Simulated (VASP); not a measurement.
# CoSi2 (I4/mmm) in VASP: single point with PBE

Aim: the single point of CoSi2 with PBE.

All numbers are computed with VASP 6.6.1; they aren't measurements. Logs are shortened: lines on timing, memory, paths and dates and some standing lists are left out, and cuts for length are marked.

### 1 The cell of the first run

Symmetry: I4/mmm, No. 139, tetragonal system. Conventional cell: a = 3.897 Å, b = 3.897 Å, c = 5.070 Å, α = 90.00°, β = 90.00°, γ = 90.00°. Within 3.1 Å of Co (site symmetry 4/mmm) lie 8 Si at 2.32 Å. Si (site symmetry -4m2) has 4 Co at 2.32 Å and 6 Si at 2.54 to 2.76 Å within 3.1 Å.

### 2 Single point, PBE

Contents of INCAR:

```
SYSTEM = CoSi2
ALGO = Normal
EDIFF = 1E-6
ENCUT = 520
GGA = PE
ISIF = 2
ISMEAR = 0
LASPH = .TRUE.
LCHARG = .TRUE.
LELF = .TRUE.
LREAL = .FALSE.
LVHAR = .TRUE.
LWAVE = .FALSE.
NBANDS = 16
NELM = 60
PREC = Accurate
SIGMA = 0.15
```

Contents of KPOINTS:

```
k-points
0
G
  18 18 18
  0 0 0
```

Contents of POSCAR:

```
CoSi2
1.0
    0.0000000000      2.7554697171      2.5350321397
    2.7554697171      0.0000000000      2.5350321397
    2.7554697171      2.7554697171      0.0000000000
Co Si
1 2
Direct
    0.0000000000      0.0000000000      0.0000000000
    0.2500000000      0.2500000000      0.2500000000
    0.7500000000      0.7500000000      0.7500000000
```

Potentials or basis: VASP PAW PBE potentials, release 64 (Co, Si).

On the command line:

```sh
cat potpaw_PBE.64/Co/POTCAR potpaw_PBE.64/Si/POTCAR > POTCAR
mpirun -np 1 vasp_std > vasp.out
```

OUTCAR:

```text
SYSTEM = CoSi2
   EDIFF = 1E-6
   ENCUT = 520
   GGA = PE
   ISIF = 2
   ISMEAR = 0
   LASPH = .TRUE.
   LREAL = .FALSE.
   NELM = 60
   PREC = Accurate

 ion  position               nearest neighbor table
   1  0.000  0.000  0.000-   3 2.32   2 2.32   3 2.32   2 2.32   3 2.32   3 2.32   2 2.32   2 2.32

   2  0.250  0.250  0.250-   1 2.32   1 2.32   1 2.32   1 2.32   3 2.54   3 2.54   3 2.76   3 2.76
                             3 2.76   3 2.76
   3  0.750  0.750  0.750-   1 2.32   1 2.32   1 2.32   1 2.32   2 2.54   2 2.54   2 2.76   2 2.76
                             2 2.76   2 2.76

  LATTYP: Found a body centered tetragonal cell.
 ALAT       =     3.8968226446
 C/A-ratio  =     1.3010764774

  Lattice vectors:

 A1 = (   0.0000000000,  -2.7554697171,  -2.5350321397)
 A2 = (   0.0000000000,   2.7554697171,  -2.5350321397)
 A3 = (   2.7554697171,   0.0000000000,   2.5350321397)

Analysis of symmetry for initial positions (statically):
=====================================================================
 Subroutine PRICEL returns:
 Original cell was already a primitive cell.

 Routine SETGRP: Setting up the symmetry group for a
 body centered tetragonal supercell.

 Subroutine GETGRP returns: Found 16 space group operations
 (whereof 16 operations were pure point group operations)
 out of a pool of 16 trial point group operations.

The static configuration has the point symmetry D_4h.

Analysis of symmetry for dynamics (positions and initial velocities):
=====================================================================
 Subroutine PRICEL returns:
 Original cell was already a primitive cell.

 Routine SETGRP: Setting up the symmetry group for a
 body centered tetragonal supercell.

 Subroutine GETGRP returns: Found 16 space group operations
 (whereof 16 operations were pure point group operations)
 out of a pool of 16 trial point group operations.

The dynamic configuration has the point symmetry D_4h.

 Subroutine INISYM returns: Found 16 space group operations
 (whereof 16 operations are pure point group operations),
 and found     1 'primitive' translations

----------------------------------------------------------------------------------------

                                     Primitive cell

  volume of cell :      38.4950

  direct lattice vectors                    reciprocal lattice vectors
     0.000000000  2.755469717  2.535032140    -0.181457265  0.181457265  0.197236158
[... 89 lines left out ...]
   LREAL  =      F    real-space projection
   EDIFFG = 0.1E-04   stopping-criterion for IOM
   NSW    =      0    number of steps for IOM
   IBRION =     -1    ionic relax: 0-MD 1-quasi-New 2-CG
   NFREE  =      0    steps in history (QN), initial steepest desc. (CG)
   ISIF   =      2    stress and relaxation
   ISYM   =      2    0-nonsym 1-usesym 2-fastsym
   POTIM  = 0.5000    time-step for ionic-motion
   TEBEG  =    0.0;   TEEND  =   0.0 temperature during run
   PSTRESS=    0.0 pullay stress
   NELECT =      17.0000    total number of electrons
   NUPDOWN=      -1.0000    fix difference up-down
   EMIN   =  10.00;   EMAX   =-10.00  energy-range for DOS
   EFERMI =   0.00;   METHOD = LEGACY
   ISMEAR =     0;   SIGMA  =   0.15  broadening in eV -4-tet -1-fermi 0-gaus
   EFERMI_NEDOS =   21; number of points for ismear=-14 and -15
   IALGO  =     38    algorithm
   IMIX   =      4    mixing-type and parameters
     AMIX     =   0.40;   BMIX     =  1.00
     AMIX_MAG =   1.60;   BMIX_MAG =  1.00
  volume/ion in A,a.u.               =      12.83        86.59
  Fermi-wavevector in a.u.,A,eV,Ry     =   1.246684  2.355890 21.146444  1.554220
  Thomas-Fermi vector in A             =   2.380850
   LORBIT       =      0    0 simple, 1 ext, 2 COOP (PROOUT), +10 PAW based schemes
   GGA     = PE    functional components
   LHFCALC =     F    Hartree Fock is set to
   AEXX    =    0.0000 exact exchange contribution
   IVDW    =     0    specifies the selected vdW correction
   LEPSILON=     F    determine dielectric tensor
   LRPA    =     F    only Hartree local field effects (RPA)
 non-spin polarized calculation
 Gauss-broadening in eV      SIGMA  =   0.15
  energy-cutoff  :      520.00
  volume of cell :       38.50
 maximum number of plane-waves:      1054
   NGX = 13   NGY = 13   NGZ = 15

 number of electron      17.0000002 magnetization

 Free energy of the ion-electron system (eV)
  ---------------------------------------------------
  ext. energy  EPLUGINS =         0.00000000
  ---------------------------------------------------
  free energy    TOTEN  =       -19.24249051 eV

  energy without entropy =      -19.23056643  energy(sigma->0) =      -19.23652847

 E-fermi :  10.0424     XC(G=0): -11.7382

 val. band max:       10.0416296073   @ k =   0.3333   0.0000   0.1111
 cond. band min:      10.0468913062   @ k =  -0.1667   0.2778   0.1111
 fundamental gap:      0.0052616989
 Fermi energy:        10.0424101657

 k-point     1 :       0.0000    0.0000    0.0000
  band No.  band energies     occupation
      1      -3.0752      2.00000
      2       5.7336      2.00000
      3       6.1583      2.00000
      4       6.1583      2.00000
      5       7.9735      2.00000
      6       8.3392      2.00000
[... 433 lines left out ...]
      3       6.0834      2.00000
      4       6.4453      2.00000
      5       7.6958      2.00000
      6       8.2412      2.00000
[... 8 lines left out ...]
     15      16.9368      0.00000
     16      18.0349      0.00000

 [... further k-points ...]

------------------------ aborting loop because EDIFF is reached ----------------------------------------

  FORCE on cell =-STRESS in cart. coord.  units (eV):
  Direction    XX          YY          ZZ          XY          YZ          ZX
  --------------------------------------------------------------------------------------
  -------------------------------------------------------------------------------------
  Total       -0.6799593     -0.6799593      1.5718970      0.0000000      0.0000000      0.0000000
  in kB      -28.3001510    -28.3001510     65.4229196      0.0000000      0.0000000      0.0000000
  external PRESSURE =       2.9408726 kB  Pullay stress =       0.0000000 kB

 VOLUME and BASIS-vectors are now :
 -----------------------------------------------------------------------------
  energy-cutoff  :      520.00
  volume of cell :       38.50
      direct lattice vectors                 reciprocal lattice vectors
     0.000000000  2.755469717  2.535032140    -0.181457265  0.181457265  0.197236158
     2.755469717  0.000000000  2.535032140     0.181457265 -0.181457265  0.197236158
     2.755469717  2.755469717  0.000000000     0.181457265  0.181457265 -0.197236158

 POSITION                                       TOTAL-FORCE (eV/Angst)
 -----------------------------------------------------------------------------------
      0.00000      0.00000      0.00000        -0.000000      0.000000      0.000000
      1.37773      1.37773      1.26752         0.000000      0.000000      0.000000
      4.13320      4.13320      3.80255        -0.000000     -0.000000     -0.000000
 -----------------------------------------------------------------------------------
    total drift:                               -0.000000     -0.000000      0.000000

  FREE ENERGIE OF THE ION-ELECTRON SYSTEM (eV)
  ---------------------------------------------------
  free  energy   TOTEN  =       -19.2424905115 eV

  energy  without entropy=      -19.2305664294  energy(sigma->0) =      -19.23652847
```

OSZICAR:

```text
N       E                     dE             d eps       ncg     rms          rms(c)
DAV:   1     0.602285563058E+02    0.60229E+02   -0.68129E+03 15464   0.101E+03
DAV:   2    -0.175405306862E+02   -0.77769E+02   -0.69276E+02 17184   0.202E+02
DAV:   3    -0.206453597676E+02   -0.31048E+01   -0.30494E+01 20280   0.446E+01
DAV:   4    -0.206986663938E+02   -0.53307E-01   -0.53272E-01 18576   0.562E+00
DAV:   5    -0.207003040747E+02   -0.16377E-02   -0.16376E-02 20520   0.101E+00    0.145E+01
DAV:   6    -0.246905264425E+02   -0.39902E+01   -0.25325E+01 16456   0.105E+02    0.187E+01
DAV:   7    -0.192643795639E+02    0.54261E+01   -0.11648E+01 19384   0.826E+01    0.320E+00
DAV:   8    -0.192770305165E+02   -0.12651E-01   -0.82467E-01 18872   0.622E+00    0.199E+00
DAV:   9    -0.192427309232E+02    0.34300E-01   -0.95780E-02 18152   0.576E+00    0.513E-01
DAV:  10    -0.192427760223E+02   -0.45099E-04   -0.78773E-03 21616   0.150E+00    0.173E-01
DAV:  11    -0.192424613244E+02    0.31470E-03   -0.11346E-03 20320   0.635E-01    0.375E-02
DAV:  12    -0.192424933308E+02   -0.32006E-04   -0.10683E-04 19416   0.785E-02    0.203E-02
DAV:  13    -0.192424902662E+02    0.30646E-05   -0.90461E-06 21168   0.489E-02    0.865E-03
DAV:  14    -0.192424905115E+02   -0.24537E-06   -0.92703E-07 11632   0.110E-02
   1 F= -.19242491E+02 E0= -.19236528E+02  d E =-.119241E-01
```

Wall time 4 min (1 thread of Intel Xeon Platinum 8375C at 2.90GHz (Ice Lake), shared host); peak memory 0.4 GiB.

What came out:

- Free energy: -19.2425 eV
- Pressure: 0.3 GPa

Levels at points of the mesh, in eV from the Fermi level:
```
           k point  band 6  band 7  band 8  band 9  band 10  band 11  band 12  band 13
(0.00, 0.00, 0.00)   -1.70    0.81    2.68    3.15     3.15     3.78     3.78     4.04
(0.50, 0.00, 0.00)   -1.57   -1.57   -0.75   -0.29     2.90     3.18     3.29     4.68
(0.50, 0.50, 0.00)   -1.86   -1.86   -1.69   -1.37     1.19     2.65     8.75     9.40
(0.50, 0.00, 0.50)   -2.20   -2.01   -1.76   -1.25     1.76     3.10     8.32     8.42
```
